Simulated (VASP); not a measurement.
# KF (R-3m) in VASP: further runs

KF is run at these levels: PBE; tasks: single point.

Everything below comes from runs of VASP 6.6.1. Logs are shortened: lines on timing, memory, paths and dates and some standing lists are left out, and cuts for length are marked.

## (1) The cell of the first run

It takes space group R-3m (No. 166, trigonal). The conventional cell has a = 3.955 Å, b = 3.955 Å, c = 9.383 Å, α = 90.00°, β = 90.00°, γ = 120.00°. Within 3.6 Å of K (site symmetry -3m) lie 6 F at 2.77 Å. F (site symmetry -3m) has 6 K at 2.77 Å within 3.6 Å.

## (2) Single point, PBE (21.19 Å³/atom)

Input file INCAR:

```
ALGO = Normal ; EDIFF = 1E-6
ENCUT = 520 ; GGA = PE
ISIF = 2 ; ISMEAR = 0
LASPH = T ; LCHARG = F
LREAL = F ; LWAVE = F
NBANDS = 15 ; NELM = 100
PREC = Accurate ; SIGMA = 0.05
```

Input file KPOINTS:

```
k-points
0
Gamma
  8 8 8
```

Input file POSCAR:

```
KF
1.0
   -0.0589224844      2.7380308903      2.7380308903
    2.7380308903     -0.0589224844      2.7380308903
    2.7380308903      2.7380308903     -0.0589224844
K F
1 1
Direct
    0.0000000000      0.0000000000      0.0000000000
    0.5000000000      0.5000000000      0.5000000000
```

Potentials or basis: VASP PAW PBE potentials, release 64 (K_sv, F).

Run with:

```console
$ cat potpaw_PBE.64/K_sv/POTCAR potpaw_PBE.64/F/POTCAR > POTCAR
$ mpirun -np 1 vasp_std > vasp.out
```

OUTCAR:

```text
EDIFF = 1E-6
   ENCUT = 520
   GGA = PE
   ISIF = 2
   ISMEAR = 0
   LASPH = T
   LREAL = F
   NELM = 100
   PREC = Accurate

 ion  position               nearest neighbor table
   1  0.000  0.000  0.000-   2 2.77   2 2.77   2 2.77   2 2.77   2 2.77   2 2.77
   2  0.500  0.500  0.500-   1 2.77   1 2.77   1 2.77   1 2.77   1 2.77   1 2.77

  LATTYP: Found a trigonal (rhomboedric) cell.
 ALAT       =     3.8726087037
 COS(alpha) =     0.4783692091

  Lattice vectors:

 A1 = (  -0.0589224844,   2.7380308903,   2.7380308903)
 A2 = (   2.7380308903,  -0.0589224844,   2.7380308903)
 A3 = (   2.7380308903,   2.7380308903,  -0.0589224844)

Analysis of symmetry for initial positions (statically):
=====================================================================
 Subroutine PRICEL returns:
 Original cell was already a primitive cell.

 Routine SETGRP: Setting up the symmetry group for a
 trigonal (rhombohedral) supercell.

 Subroutine GETGRP returns: Found 12 space group operations
 (whereof 12 operations were pure point group operations)
 out of a pool of 12 trial point group operations.

The static configuration has the point symmetry D_3d.

Analysis of symmetry for dynamics (positions and initial velocities):
=====================================================================
 Subroutine PRICEL returns:
 Original cell was already a primitive cell.

 Routine SETGRP: Setting up the symmetry group for a
 trigonal (rhombohedral) supercell.

 Subroutine GETGRP returns: Found 12 space group operations
 (whereof 12 operations were pure point group operations)
 out of a pool of 12 trial point group operations.

The dynamic configuration has the point symmetry D_3d.

 Subroutine INISYM returns: Found 12 space group operations
 (whereof 12 operations are pure point group operations),
 and found     1 'primitive' translations

----------------------------------------------------------------------------------------

                                     Primitive cell

  volume of cell :      42.3780

  direct lattice vectors                    reciprocal lattice vectors
    -0.058922484  2.738030890  2.738030890    -0.176821495  0.180710386  0.180710386
     2.738030890 -0.058922484  2.738030890     0.180710386 -0.176821495  0.180710386
     2.738030890  2.738030890 -0.058922484     0.180710386  0.180710386 -0.176821495

  length of vectors
     3.872608704  3.872608704  3.872608704     0.310770539  0.310770539  0.310770539

  position of ions in fractional coordinates (direct lattice)
     0.000000000  0.000000000  0.000000000
     0.500000000  0.500000000  0.500000000

  ion indices of the primitive-cell ions
   primitive index   ion index
                 1           1
                 2           2

----------------------------------------------------------------------------------------

 KPOINTS: k-points

Automatic generation of k-mesh.
 Grid dimensions read from file:
 generate k-points for:    8    8    8

 Generating k-lattice:

  Cartesian coordinates                     Fractional coordinates (reciprocal lattice)
    -0.022102687  0.022588798  0.022588798     0.125000000  0.000000000  0.000000000
     0.022588798 -0.022102687  0.022588798     0.000000000  0.125000000  0.000000000
     0.022588798  0.022588798 -0.022102687     0.000000000  0.000000000  0.125000000

  Length of vectors
     0.038846317  0.038846317  0.038846317

  Shift w.r.t. Gamma in fractional coordinates (k-lattice)
     0.000000000  0.000000000  0.000000000

 Subroutine IBZKPT returns following result:
 ===========================================

 Found     65 irreducible k-points:

 Following reciprocal coordinates:
            Coordinates               Weight
  0.000000  0.000000  0.000000      1.000000
  0.125000  0.000000  0.000000      6.000000
  0.250000  0.000000  0.000000      6.000000
  0.375000 -0.000000 -0.000000      6.000000
  0.500000  0.000000  0.000000      3.000000
  0.125000  0.125000  0.000000      6.000000
[... 16 lines left out ...]
  0.250000  0.125000  0.125000      6.000000
  0.375000  0.125000  0.125000      6.000000
 [... further k-points ...]
   k-points           NKPTS =     65   k-points in BZ     NKDIM =     65   number of bands    NBANDS=     15
   number of dos      NEDOS =    301   number of ions     NIONS =      2
   total plane-waves  NPLWV =  27000
   dimension x,y,z NGX =    30 NGY =   30 NGZ =   30
   dimension x,y,z NGXF=    60 NGYF=   60 NGZF=   60
   ions per type =               1   1
   NGX,Y,Z   is equivalent  to a cutoff of  12.88, 12.88, 12.88 a.u.
   NGXF,Y,Z  is equivalent  to a cutoff of  25.76, 25.76, 25.76 a.u.
 SYSTEM =  unknown system
   PREC   = accura    normal or accurate (medium, high low for compatibility)
   ISTART =      0    job   : 0-new  1-cont  2-samecut
   ICHARG =      2    charge: 1-file 2-atom 10-const
   ISPIN  =      1    spin polarized calculation?
   LNONCOLLINEAR =      F non collinear calculations
   LSORBIT =      F    spin-orbit coupling
   LASPH  =      T    aspherical Exc in radial PAW
   ENCUT  =  520.0 eV  38.22 Ry    6.18 a.u.   7.20  7.20  7.20*2*pi/ulx,y,z
   NELM   =    100;   NELMIN=  2; NELMDL= -5     # of ELM steps
   EDIFF  = 0.1E-05   stopping-criterion for ELM
   LREAL  =      F    real-space projection
   EDIFFG = 0.1E-04   stopping-criterion for IOM
   NSW    =      0    number of steps for IOM
   IBRION =     -1    ionic relax: 0-MD 1-quasi-New 2-CG
   NFREE  =      0    steps in history (QN), initial steepest desc. (CG)
   ISIF   =      2    stress and relaxation
   ISYM   =      2    0-nonsym 1-usesym 2-fastsym
   POTIM  = 0.5000    time-step for ionic-motion
   TEBEG  =    0.0;   TEEND  =   0.0 temperature during run
   PSTRESS=    0.0 pullay stress
   NELECT =      16.0000    total number of electrons
   NUPDOWN=      -1.0000    fix difference up-down
   EMIN   =  10.00;   EMAX   =-10.00  energy-range for DOS
   EFERMI =   0.00;   METHOD = LEGACY
   ISMEAR =     0;   SIGMA  =   0.05  broadening in eV -4-tet -1-fermi 0-gaus
   EFERMI_NEDOS =   21; number of points for ismear=-14 and -15
   IALGO  =     38    algorithm
   IMIX   =      4    mixing-type and parameters
     AMIX     =   0.40;   BMIX     =  1.00
     AMIX_MAG =   1.60;   BMIX_MAG =  1.00
  volume/ion in A,a.u.               =      21.19       142.99
  Fermi-wavevector in a.u.,A,eV,Ry     =   1.183227  2.235974 19.048506  1.400026
  Thomas-Fermi vector in A             =   2.319465
   LORBIT       =      0    0 simple, 1 ext, 2 COOP (PROOUT), +10 PAW based schemes
   GGA     = PE    functional components
   LHFCALC =     F    Hartree Fock is set to
   AEXX    =    0.0000 exact exchange contribution
   IVDW    =     0    specifies the selected vdW correction
   LEPSILON=     F    determine dielectric tensor
   LRPA    =     F    only Hartree local field effects (RPA)
 non-spin polarized calculation
 Gauss-broadening in eV      SIGMA  =   0.05
  energy-cutoff  :      520.00
  volume of cell :       42.38
 maximum number of plane-waves:      1175
 NGX is ok and might be reduce to    30
   NGX = 15   NGY = 15   NGZ = 15

 number of electron      16.0000002 magnetization

 Free energy of the ion-electron system (eV)
  ---------------------------------------------------
  ext. energy  EPLUGINS =         0.00000000
  ---------------------------------------------------
  free energy    TOTEN  =        -8.28655771 eV

  energy without entropy =       -8.28655771  energy(sigma->0) =       -8.28655771

 E-fermi :  -2.7888     XC(G=0):  -7.9399

 val. band max:       -3.0345986713   @ k =   0.0000   0.0000   0.0000
 cond. band min:       2.5867972670   @ k =   0.0000   0.0000   0.0000
 fundamental gap:      5.6213959383
 Fermi energy:        -2.7887656223

 k-point     1 :       0.0000    0.0000    0.0000
  band No.  band energies     occupation
      1     -29.5098      2.00000
      2     -21.6576      2.00000
      3     -12.8246      2.00000
      4     -12.8246      2.00000
      5     -12.8205      2.00000
      6      -3.0656      2.00000
      7      -3.0656      2.00000
      8      -3.0346      2.00000
      9       2.5868      0.00000
     10       7.2129      0.00000
     11       7.2129      0.00000
     12       7.5160      0.00000
     13       8.8601      0.00000
     14       8.8601      0.00000
     15      13.1803      0.00000

 k-point     2 :       0.1250    0.0000    0.0000
  band No.  band energies     occupation
      1     -29.5017      2.00000
      2     -21.6642      2.00000
      3     -12.8552      2.00000
      4     -12.8278      2.00000
      5     -12.8260      2.00000
      6      -3.1822      2.00000
      7      -3.1063      2.00000
      8      -3.0760      2.00000
      9       2.9758      0.00000
     10       7.0159      0.00000
     11       7.3886      0.00000
     12       7.6732      0.00000
     13       8.9758      0.00000
     14       8.9806      0.00000
     15      13.8281      0.00000

 k-point     3 :       0.2500    0.0000    0.0000
  band No.  band energies     occupation
      1     -29.4822      2.00000
      2     -21.6806      2.00000
      3     -12.9301      2.00000
      4     -12.8376      2.00000
      5     -12.8354      2.00000
      6      -3.4363      2.00000
      7      -3.2029      2.00000
      8      -3.1676      2.00000
      9       3.9673      0.00000
     10       6.6755      0.00000
     11       7.8189      0.00000
     12       8.1114      0.00000
     13       9.3474      0.00000
     14       9.3730      0.00000
     15      14.4685      0.00000
[... 343 lines left out ...]
 k-point    23 :       0.2500    0.1250    0.1250
  band No.  band energies     occupation
      1     -29.4884      2.00000
      2     -21.6714      2.00000
      3     -12.8956      2.00000
      4     -12.8680      2.00000
      5     -12.8236      2.00000
      6      -3.3413      2.00000
      7      -3.1932      2.00000
      8      -3.0929      2.00000
      9       3.5830      0.00000
     10       6.7663      0.00000
     11       7.6334      0.00000
     12       7.9647      0.00000
     13       9.0992      0.00000
     14       9.1707      0.00000
     15      14.7372      0.00000

 k-point    24 :       0.3750    0.1250    0.1250
  band No.  band energies     occupation
      1     -29.4690      2.00000
      2     -21.6849      2.00000
      3     -12.9675      2.00000
      4     -12.8993      2.00000
      5     -12.8314      2.00000
      6      -3.5415      2.00000
      7      -3.2845      2.00000
      8      -3.1530      2.00000
      9       4.6073      0.00000
     10       6.4723      0.00000
     11       8.1005      0.00000
     12       8.3399      0.00000
     13       9.4284      0.00000
     14       9.8342      0.00000
     15      13.8250      0.00000

 [... further k-points ...]

------------------------ aborting loop because EDIFF is reached ----------------------------------------

  FORCE on cell =-STRESS in cart. coord.  units (eV):
  Direction    XX          YY          ZZ          XY          YZ          ZX
  --------------------------------------------------------------------------------------
  -------------------------------------------------------------------------------------
  Total       -0.4194592     -0.4194592     -0.4194592      0.0737736      0.0737736      0.0737736
  in kB      -15.8584174    -15.8584174    -15.8584174      2.7891445      2.7891445      2.7891445
  external PRESSURE =     -15.8584174 kB  Pullay stress =       0.0000000 kB

 VOLUME and BASIS-vectors are now :
 -----------------------------------------------------------------------------
  energy-cutoff  :      520.00
  volume of cell :       42.38
      direct lattice vectors                 reciprocal lattice vectors
    -0.058922484  2.738030890  2.738030890    -0.176821495  0.180710386  0.180710386
     2.738030890 -0.058922484  2.738030890     0.180710386 -0.176821495  0.180710386
     2.738030890  2.738030890 -0.058922484     0.180710386  0.180710386 -0.176821495

 POSITION                                       TOTAL-FORCE (eV/Angst)
 -----------------------------------------------------------------------------------
      0.00000      0.00000      0.00000        -0.000000      0.000000      0.000000
      2.70857      2.70857      2.70857         0.000000     -0.000000     -0.000000
 -----------------------------------------------------------------------------------
    total drift:                                0.000000      0.000000      0.000000

  FREE ENERGIE OF THE ION-ELECTRON SYSTEM (eV)
  ---------------------------------------------------
  free  energy   TOTEN  =        -8.2865577143 eV

  energy  without entropy=       -8.2865577143  energy(sigma->0) =       -8.28655771
```

It took 33 s on 1 thread of Intel Xeon Platinum 8488C (Sapphire Rapids), shared host; peak memory 0.18 GiB.

Results:

| Quantity | Value |
| --- | --- |
| Free energy | -8.2866 eV |
| Pressure | -1.6 GPa |
| Band gap on the k mesh | 5.62 eV |

## (3) Single point, PBE (21.51 Å³/atom)

This run uses another cell than the first one, of 21.51 Å³/atom.

Input file INCAR:

```
PREC = Accurate ; ENCUT = 520
EDIFF = 1E-7 ; ISMEAR = 0
SIGMA = 0.05 ; LREAL = F
LASPH = T ; NELM = 100
ALGO = Normal ; ISIF = 2
LWAVE = F ; LCHARG = F
GGA = PE ; NBANDS = 15
```

Input file KPOINTS:

```
regular mesh
0
Gamma
  8 8 8
```

Input file POSCAR:

```
KF
1.0
   -0.0296359873      2.7662118693      2.7662118693
    2.7662118693     -0.0296359873      2.7662118693
    2.7662118693      2.7662118693     -0.0296359873
K F
1 1
Direct
    0.0000000000      0.0000000000      0.0000000000
    0.5000000000      0.5000000000      0.5000000000
```

Potentials or basis: VASP PAW PBE potentials, release 64 (K_sv, F).

Run with:

```console
$ cat potpaw_PBE.64/K_sv/POTCAR potpaw_PBE.64/F/POTCAR > POTCAR
$ mpirun -np 1 vasp_std > vasp.out
```

Run time: 71 s. Hardware: 1 thread of Intel Xeon 8259CL, shared host; peak memory 0.19 GiB.

It converged, with:

| Quantity | Value |
| --- | --- |
| Free energy | -8.2822 eV |
| Pressure | -1.9 GPa |
| Band gap on the k mesh | 5.57 eV |

Stress tensor (GPa, compression positive):
```
-1.89  0.14  0.14
 0.14 -1.89  0.14
 0.14  0.14 -1.89
```

Levels at points of the mesh, in eV from the valence-band top:
| k point | band 4 | band 5 | band 6 | band 7 | band 8 | band 9 | band 10 | band 11 | band 12 | band 13 |
| --- | --- | --- | --- | --- | --- | --- | --- | --- | --- | --- |
| (0.00, 0.00, 0.00) | -9.83 | -9.83 | -0.02 | -0.02 | 0.00 | 5.57 | 10.27 | 10.27 | 10.42 | 11.84 |
| (0.50, 0.00, 0.00) | -9.86 | -9.85 | -0.68 | -0.28 | -0.25 | 8.53 | 9.72 | 11.42 | 11.55 | 13.49 |
| (0.50, 0.50, 0.00) | -9.97 | -9.97 | -0.26 | -0.09 | -0.08 | 8.06 | 9.64 | 10.87 | 12.96 | 13.47 |
| (0.50, 0.50, 0.50) | -9.86 | -9.86 | -0.68 | -0.29 | -0.29 | 8.59 | 9.78 | 11.50 | 11.50 | 13.53 |

A k mesh can miss the band edges. Expect the measured gap to be larger: semilocal functionals such as PBE lack the derivative discontinuity.

## (4) Single point, PBE (21.51 Å³/atom)

This run uses another cell than the first one, of 21.51 Å³/atom.

Input file INCAR:

```
SYSTEM = KF
  PREC = Accurate
  ENCUT = 520
  EDIFF = 1E-6
  ISMEAR = 0
  SIGMA = 0.05
  LREAL = .FALSE.
  LASPH = .TRUE.
  NELM = 80
  ALGO = Normal
  ISIF = 2
  LWAVE = .FALSE.
  LCHARG = .FALSE.
  GGA = PE
  NBANDS = 15
```

Input file KPOINTS:

```
regular mesh
0
G
  8 8 8
  0 0 0
```

Input file POSCAR:

```
KF
1.0
   -0.0885459925      2.7373899391      2.7373899391
    2.7373899391     -0.0885459925      2.7373899391
    2.7373899391      2.7373899391     -0.0885459925
K F
1 1
Direct
    0.0000000000      0.0000000000      0.0000000000
    0.5000000000      0.5000000000      0.5000000000
```

Run with:

```console
$ cat potpaw_PBE.64/K_sv/POTCAR potpaw_PBE.64/F/POTCAR > POTCAR
$ mpirun -np 1 vasp_std > vasp.out
```

Run time: 50 s. Hardware: 1 thread of Intel Xeon 8259CL, shared host; peak memory 0.19 GiB.

Results (log left out):

* Free energy: -8.2774 eV
* Pressure: -1.9 GPa
* Band gap on the k mesh: 5.54 eV

Stress tensor (GPa, compression positive):
```
-1.91  0.41  0.41
 0.41 -1.91  0.41
 0.41  0.41 -1.91
```

Levels at points of the mesh, in eV from the valence-band top:
| k point | band 5 | band 6 | band 7 | band 8 | band 9 | band 10 | band 11 | band 12 |
| --- | --- | --- | --- | --- | --- | --- | --- | --- |
| (0.00, 0.00, 0.00) | -9.86 | -0.05 | -0.05 | 0.00 | 5.54 | 10.14 | 10.14 | 10.59 |
| (0.50, 0.00, 0.00) | -9.88 | -0.70 | -0.31 | -0.24 | 8.47 | 9.67 | 11.24 | 11.65 |
| (0.50, 0.50, 0.00) | -9.99 | -0.29 | -0.13 | -0.09 | 8.03 | 9.60 | 10.85 | 12.90 |
| (0.50, 0.50, 0.50) | -9.90 | -0.69 | -0.34 | -0.34 | 8.64 | 9.84 | 11.50 | 11.50 |

## (5) Overview

| cell | gap on the mesh (eV) | pressure (GPa) |
| --- | --- | --- |
| a = 3.873 Å, angles 61.4°, 2 atoms | 5.62 | -1.6 |
| a = 3.912 Å, angles 60.7°, 2 atoms | 5.57 | -1.9 |
| a = 3.872 Å, angles 62.1°, 2 atoms | 5.54 | -1.9 |

Alike in all rows: task single point; level PBE; potentials or basis VASP PAW PBE potentials, release 64 (K_sv, F); no spin polarisation; k mesh 8 × 8 × 8; cutoff (eV) 520; smearing gaussian 0.05 eV.

Total energies depend on the potentials used, so only differences within one code and one set of settings carry meaning.
